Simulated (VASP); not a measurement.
# MnO (Fm-3m) in VASP: further runs, part 2 of 2

VASP 6.6.1. The steps go on from the part before.

### 4 Single point, PBEsol+U, collinear spin, ferromagnetic start

The input, POSCAR:

```
MnO
1.0
    0.0000000000      2.2220003300      2.2220003300
    2.2220003300      0.0000000000      2.2220003300
    2.2220003300      2.2220003300      0.0000000000
Mn O
1 1
Direct
    0.0000000000      0.0000000000      0.0000000000
    0.5000000000      0.5000000000      0.5000000000
```

The input, INCAR.step1:

```
  ALGO = Normal
  EDIFF = 1E-6
  ENCUT = 520
  GGA = PS
  ISIF = 2
  ISMEAR = -1
  ISPIN = 2
  LASPH = T
  LCHARG = T
  LDAU = T
  LDAUJ = 0 0
  LDAUL = 2 -1
  LDAUPRINT = 1
  LDAUTYPE = 2
  LDAUU = 6 0
  LMAXMIX = 4
  LREAL = F
  LWAVE = F
  MAGMOM = 5 0
  NBANDS = 20
  NELM = 150
  PREC = Accurate
  SIGMA = 0.05
```

The input, KPOINTS.step1:

```
k-points
0
Gamma
  10 10 10
```

The input, INCAR.step2:

```
  ALGO = Normal
  EDIFF = 1E-6
  ENCUT = 520
  GGA = PS
  ICHARG = 11
  ISIF = 2
  ISMEAR = -5
  ISPIN = 2
  LASPH = T
  LCHARG = F
  LDAU = T
  LDAUJ = 0 0
  LDAUL = 2 -1
  LDAUPRINT = 1
  LDAUTYPE = 2
  LDAUU = 6 0
  LMAXMIX = 4
  LORBIT = 10
  LREAL = F
  LWAVE = F
  MAGMOM = 5 0
  NEDOS = 2001
  NELM = 150
  PREC = Accurate
  SIGMA = 0.05
```

The input, KPOINTS.step2:

```
k-points
0
Gamma
  15 15 15
```

Potentials or basis: VASP PAW PBE potentials, release 64 (Mn_pv, O).

The run is started by

```
> cat potpaw_PBE.64/Mn_pv/POTCAR potpaw_PBE.64/O/POTCAR > POTCAR
> cp INCAR.step1 INCAR
> cp KPOINTS.step1 KPOINTS
> mpirun -np 1 vasp_std > vasp.out
> cp INCAR.step2 INCAR
> cp KPOINTS.step2 KPOINTS
> mpirun -np 1 vasp_std > vasp.out
```

OUTCAR:

```text
EDIFF = 1E-6
   ENCUT = 520
   GGA = PS
   ICHARG = 11
   ISIF = 2
   ISMEAR = -5
   ISPIN = 2
   LASPH = T
   LORBIT = 10
   LREAL = F
   NELM = 150
   PREC = Accurate

 ion  position               nearest neighbor table
   1  0.000  0.000  0.000-   2 2.22   2 2.22   2 2.22   2 2.22   2 2.22   2 2.22
   2  0.500  0.500  0.500-   1 2.22   1 2.22   1 2.22   1 2.22   1 2.22   1 2.22

  LATTYP: Found a face centered cubic cell.
 ALAT       =     4.4440006600

  Lattice vectors:

 A1 = (   0.0000000000,   2.2220003300,   2.2220003300)
 A2 = (   2.2220003300,   0.0000000000,   2.2220003300)
 A3 = (   2.2220003300,   2.2220003300,   0.0000000000)

Analysis of symmetry for initial positions (statically):
=====================================================================
 Subroutine PRICEL returns:
 Original cell was already a primitive cell.

 Routine SETGRP: Setting up the symmetry group for a
 face centered cubic supercell.

 Subroutine GETGRP returns: Found 48 space group operations
 (whereof 48 operations were pure point group operations)
 out of a pool of 48 trial point group operations.

The static configuration has the point symmetry O_h .

Analysis of symmetry for dynamics (positions and initial velocities):
=====================================================================
 Subroutine PRICEL returns:
 Original cell was already a primitive cell.

 Routine SETGRP: Setting up the symmetry group for a
 face centered cubic supercell.

 Subroutine GETGRP returns: Found 48 space group operations
 (whereof 48 operations were pure point group operations)
 out of a pool of 48 trial point group operations.

The dynamic configuration has the point symmetry O_h .

Analysis of structural, dynamic, and magnetic symmetry:
=====================================================================
 Subroutine PRICEL returns:
 Original cell was already a primitive cell.

 Routine SETGRP: Setting up the symmetry group for a
 face centered cubic supercell.

 Subroutine GETGRP returns: Found 48 space group operations
 (whereof 48 operations were pure point group operations)
 out of a pool of 48 trial point group operations.

The overall configuration has the point symmetry O_h .

 Subroutine INISYM returns: Found 48 space group operations
 (whereof 48 operations are pure point group operations),
 and found     1 'primitive' translations

----------------------------------------------------------------------------------------

                                     Primitive cell

  volume of cell :      21.9413

  direct lattice vectors                    reciprocal lattice vectors
     0.000000000  2.222000330  2.222000330    -0.225022469  0.225022469  0.225022469
     2.222000330  0.000000000  2.222000330     0.225022469 -0.225022469  0.225022469
     2.222000330  2.222000330  0.000000000     0.225022469  0.225022469 -0.225022469

[... 116 lines left out ...]
   AEXX    =    0.0000 exact exchange contribution
   IVDW    =     0    specifies the selected vdW correction
   LEPSILON=     F    determine dielectric tensor
   LRPA    =     F    only Hartree local field effects (RPA)
 spin polarized calculation
 Fermi weights with tetrahedron method with Bloechl corrections
  energy-cutoff  :      520.00
  volume of cell :       21.94
 maximum number of plane-waves:       609

atom =   1  type =  1  l = 2

 onsite density matrix

spin component  1

  0.9455  0.0000  0.0000 -0.0000  0.0000
  0.0000  0.9455  0.0000  0.0000 -0.0000
  0.0000  0.0000  0.9824 -0.0000  0.0000
 -0.0000  0.0000 -0.0000  0.9455  0.0000
  0.0000 -0.0000  0.0000  0.0000  0.9824

spin component  2

  0.0164  0.0000  0.0000 -0.0000 -0.0000
  0.0000  0.0164 -0.0000  0.0000 -0.0000
  0.0000 -0.0000  0.0638 -0.0000 -0.0000
 -0.0000  0.0000 -0.0000  0.0164  0.0000
 -0.0000 -0.0000 -0.0000  0.0000  0.0638

 occupancies and eigenvectors

  o =  0.0164  v =  0.0000  0.0000  0.0000  0.0000  0.0000  0.0000 -0.0059 -0.0000  1.0000 -0.0000      0.0000  0.0000  0.0000  0.0000  0.0000  0.0000  0.0000  0.0000  0.0000  0.0000
  o =  0.0164  v =  0.0000  0.0000  0.0000  0.0000  0.0000 -0.0000  1.0000  0.0000  0.0059 -0.0000      0.0000  0.0000  0.0000  0.0000  0.0000  0.0000  0.0000  0.0000  0.0000  0.0000
  o =  0.0164  v =  0.0000  0.0000  0.0000  0.0000  0.0000 -1.0000 -0.0000  0.0000  0.0000 -0.0000      0.0000  0.0000  0.0000  0.0000  0.0000  0.0000  0.0000  0.0000  0.0000  0.0000
  o =  0.0638  v =  0.0000  0.0000  0.0000  0.0000  0.0000  0.0000 -0.0000 -0.0000 -0.0000 -1.0000      0.0000  0.0000  0.0000  0.0000  0.0000  0.0000  0.0000  0.0000  0.0000  0.0000
  o =  0.0638  v =  0.0000  0.0000  0.0000  0.0000  0.0000 -0.0000  0.0000 -1.0000 -0.0000  0.0000      0.0000  0.0000  0.0000  0.0000  0.0000  0.0000  0.0000  0.0000  0.0000  0.0000
  o =  0.9455  v =  1.0000  0.0000  0.0000  0.0000  0.0000  0.0000  0.0000  0.0000  0.0000  0.0000      0.0000  0.0000  0.0000  0.0000  0.0000  0.0000  0.0000  0.0000  0.0000  0.0000
  o =  0.9455  v =  0.0000 -0.9894  0.0000  0.1454  0.0000  0.0000  0.0000  0.0000  0.0000  0.0000      0.0000  0.0000  0.0000  0.0000  0.0000  0.0000  0.0000  0.0000  0.0000  0.0000
  o =  0.9455  v =  0.0000  0.1454 -0.0000  0.9894 -0.0000  0.0000  0.0000  0.0000  0.0000  0.0000      0.0000  0.0000  0.0000  0.0000  0.0000  0.0000  0.0000  0.0000  0.0000  0.0000
  o =  0.9824  v =  0.0000  0.0000  1.0000  0.0000 -0.0000  0.0000  0.0000  0.0000  0.0000  0.0000      0.0000  0.0000  0.0000  0.0000  0.0000  0.0000  0.0000  0.0000  0.0000  0.0000
  o =  0.9824  v =  0.0000 -0.0000 -0.0000 -0.0000 -1.0000  0.0000  0.0000  0.0000  0.0000  0.0000      0.0000  0.0000  0.0000  0.0000  0.0000  0.0000  0.0000  0.0000  0.0000  0.0000

 number of electron      18.9999992 magnetization       4.9999996

 Free energy of the ion-electron system (eV)
  ---------------------------------------------------
  ext. energy  EPLUGINS =         0.00000000
  ---------------------------------------------------
  free energy    TOTEN  =       -15.84273161 eV

  energy without entropy =      -15.84273161  energy(sigma->0) =      -15.84273161

 E-fermi :   6.4095     XC(G=0): -12.0372

 val. band max:        6.4093780294   @ k =   0.4667   0.0000   0.0000
 cond. band min:       6.9368565590   @ k =   0.0000   0.0000   0.0000
 fundamental gap:      0.5274785296
 Fermi energy:         6.4094668158

 spin component 1

 k-point     1 :       0.0000    0.0000    0.0000
  band No.  band energies     occupation
      1     -42.7819      1.00000
      2     -42.7819      1.00000
      3     -42.7819      1.00000
      4     -12.4509      1.00000
      5       1.7337      1.00000
      6       1.7337      1.00000
[... 895 lines left out ...]
      5       2.6438      1.00000
      6       3.9306      1.00000
[... 8 lines left out ...]
     15      23.3336      0.00000
     16      23.9303      0.00000

 [... further k-points ...]

------------------------ aborting loop because EDIFF is reached ----------------------------------------

  FORCE on cell =-STRESS in cart. coord.  units (eV):
  Direction    XX          YY          ZZ          XY          YZ          ZX
  --------------------------------------------------------------------------------------
  -------------------------------------------------------------------------------------
  Total        0.3588499      0.3588499      0.3588499      0.0000000      0.0000000      0.0000000
  in kB       26.2036078     26.2036078     26.2036078      0.0000000      0.0000000      0.0000000
  external PRESSURE =      26.2036078 kB  Pullay stress =       0.0000000 kB

 VOLUME and BASIS-vectors are now :
 -----------------------------------------------------------------------------
  energy-cutoff  :      520.00
  volume of cell :       21.94
      direct lattice vectors                 reciprocal lattice vectors
     0.000000000  2.222000330  2.222000330    -0.225022469  0.225022469  0.225022469
     2.222000330  0.000000000  2.222000330     0.225022469 -0.225022469  0.225022469
     2.222000330  2.222000330  0.000000000     0.225022469  0.225022469 -0.225022469

 POSITION                                       TOTAL-FORCE (eV/Angst)
 -----------------------------------------------------------------------------------
      0.00000      0.00000      0.00000         0.000000     -0.000000     -0.000000
      2.22200      2.22200      2.22200        -0.000000      0.000000      0.000000
 -----------------------------------------------------------------------------------
    total drift:                                0.000000     -0.000000     -0.000000

  FREE ENERGIE OF THE ION-ELECTRON SYSTEM (eV)
  ---------------------------------------------------
  free  energy   TOTEN  =       -15.8427316079 eV

  energy  without entropy=      -15.8427316079  energy(sigma->0) =      -15.84273161

 total charge

# of ion       s       p       d       tot
------------------------------------------
    1        0.213   6.190   4.958  11.361
    2        1.549   3.444   0.000   4.993
--------------------------------------------------
tot          1.762   9.634   4.958  16.354

 magnetization (x)

# of ion       s       p       d       tot
------------------------------------------
    1        0.031   0.027   4.614   4.672
    2        0.020   0.094   0.000   0.114
--------------------------------------------------
tot          0.051   0.122   4.614   4.786
```

Run time: 94 s. Hardware: 1 thread of Intel Xeon 8259CL, shared host; peak memory 0.19 GiB.

What came out:

```
Net moment                                            : 5.00 μB per cell
Site moments                                          : Mn +4.67; O +0.11 μB
Valence electrons inside the program's atomic spheres : Mn 11.36; O 4.99
```

Levels at points of the mesh, in eV from the valence-band top:
Spin up:
| k point | band 9 | band 10 | band 11 | band 12 | band 13 | band 14 | band 15 | band 16 |
| --- | --- | --- | --- | --- | --- | --- | --- | --- |
| (0.00, 0.00, 0.00) | -4.44 | -2.36 | -2.36 | -2.36 | 0.53 | 14.78 | 16.18 | 16.18 |
Spin down:
```tsv
k point	band 5	band 6	band 7	band 8	band 9	band 10
(0.00, 0.00, 0.00)	-2.08	-2.08	-2.08	1.87	4.39	4.39
```

Eigenvalues of the final occupation matrices:
| site | spin | trace | eigenvalues |
| --- | --- | --- | --- |
| site 1 d | 1 | 4.80 | 0.95 0.95 0.95 0.98 0.98 |
| site 1 d | 2 | 0.18 | 0.02 0.02 0.02 0.06 0.06 |

Caveat: the PAW data sets were made with another functional, which shifts forces and pressure a little; a cell with one magnetic atom can't hold antiferromagnetic order, which such compounds often take.

### 5 Single point, PBEsol+U, collinear spin, ferromagnetic start

POSCAR is that of step 4.

The input, INCAR.step1:

```
SYSTEM = MnO
PREC     = Accurate       ! precision mode
ENCUT    = 520            ! plane-wave cutoff, eV
EDIFF    = 1E-7           ! SCF threshold, eV
ISMEAR   = -1             ! smearing method
SIGMA    = 0.05           ! smearing width, eV
LREAL    = .FALSE.        ! projectors in reciprocal space
LASPH    = .TRUE.         ! aspherical terms in the spheres
NELM     = 150            ! most SCF steps
ALGO     = Normal         ! electronic algorithm
ISIF     = 2              ! what is computed and relaxed
LWAVE    = .FALSE.        ! write WAVECAR
LCHARG   = .TRUE.         ! write CHGCAR
ISPIN    = 2              ! spin polarisation
MAGMOM   = 5 0            ! initial moments
LMAXMIX  = 4              ! l up to which the mixer works
LDAU     = .TRUE.         ! DFT+U
LDAUTYPE = 2            
LDAUL    = 2 -1           ! shell
LDAUU    = 8 0            ! U, eV
LDAUJ    = 0 0          
LDAUPRINT= 1            
GGA      = PS             ! functional
NBANDS   = 20             ! bands
```

The input, KPOINTS.step1:

```
regular mesh
0
G
  10 10 10
  0 0 0
```

The input, INCAR.step2:

```
SYSTEM = MnO
PREC     = Accurate       ! precision mode
ENCUT    = 520            ! plane-wave cutoff, eV
EDIFF    = 1E-7           ! SCF threshold, eV
ISMEAR   = -5             ! smearing method
SIGMA    = 0.05           ! smearing width, eV
LREAL    = .FALSE.        ! projectors in reciprocal space
LASPH    = .TRUE.         ! aspherical terms in the spheres
NELM     = 150            ! most SCF steps
ALGO     = Normal         ! electronic algorithm
ISIF     = 2              ! what is computed and relaxed
LWAVE    = .FALSE.        ! write WAVECAR
LCHARG   = .FALSE.        ! write CHGCAR
ISPIN    = 2              ! spin polarisation
MAGMOM   = 5 0            ! initial moments
LORBIT   = 10             ! projections on sites
LMAXMIX  = 4              ! l up to which the mixer works
LDAU     = .TRUE.         ! DFT+U
LDAUTYPE = 2            
LDAUL    = 2 -1           ! shell
LDAUU    = 8 0            ! U, eV
LDAUJ    = 0 0          
LDAUPRINT= 1            
GGA      = PS             ! functional
NEDOS    = 1001           ! points of the DOS
ICHARG   = 11             ! starting density
```

The input, KPOINTS.step2:

```
regular mesh
0
G
  15 15 15
  0 0 0
```

The run is started by

```
> cat potpaw_PBE.64/Mn_pv/POTCAR potpaw_PBE.64/O/POTCAR > POTCAR
> cp INCAR.step1 INCAR
> cp KPOINTS.step1 KPOINTS
> mpirun -np 1 vasp_std > vasp.out
> cp INCAR.step2 INCAR
> cp KPOINTS.step2 KPOINTS
> mpirun -np 1 vasp_std > vasp.out
```

Run time: 1.9 min. Hardware: 1 thread of Intel Xeon 8259CL, shared host; peak memory 0.19 GiB.

The run converged. Its results:

* Net moment: 5.00 μB per cell
* Site moments: Mn +4.72; O +0.08 μB
* Valence electrons inside the program's atomic spheres: Mn 11.37; O 5.00

Levels at points of the mesh, in eV from the valence-band top:
Spin up:
```tsv
k point	band 10	band 11	band 12	band 13	band 14	band 15
(0.00, 0.00, 0.00)	-1.98	-1.98	-1.98	0.86	15.10	16.10
```
Spin down:
| k point | band 5 | band 6 | band 7 | band 8 | band 9 | band 10 |
| --- | --- | --- | --- | --- | --- | --- |
| (0.00, 0.00, 0.00) | -1.76 | -1.76 | -1.76 | 2.19 | 5.53 | 5.53 |

Eigenvalues of the final occupation matrices:
```csv
site,spin,trace,eigenvalues
site 1 d,1,4.83,0.95 0.95 0.95 0.99 0.99
site 1 d,2,0.15,0.01 0.01 0.01 0.06 0.06
```

Caveat: the PAW data sets were made with another functional, which shifts forces and pressure a little; a cell with one magnetic atom can't hold antiferromagnetic order, which such compounds often take.

### 6 Summary

```csv
U,moment (μB)
Mn d U = 2.0 eV,5.00
Mn d U = 4.0 eV,5.00
Mn d U = 6.0 eV,5.00
Mn d U = 8.0 eV,5.00
```

Alike in all rows: task single point; level PBEsol+U; potentials or basis VASP PAW PBE potentials, release 64 (Mn_pv, O); spin collinear, ferromagnetic start; cell as given; k mesh 10 × 10 × 10; cutoff (eV) 520; smearing fermi-dirac 0.05 eV.

Caveats: the PAW data sets were made with another functional, which shifts forces and pressure a little; a cell with one magnetic atom can't hold antiferromagnetic order, which such compounds often take.

Total energies depend on the potentials used, so only differences within one code and one set of settings carry meaning.
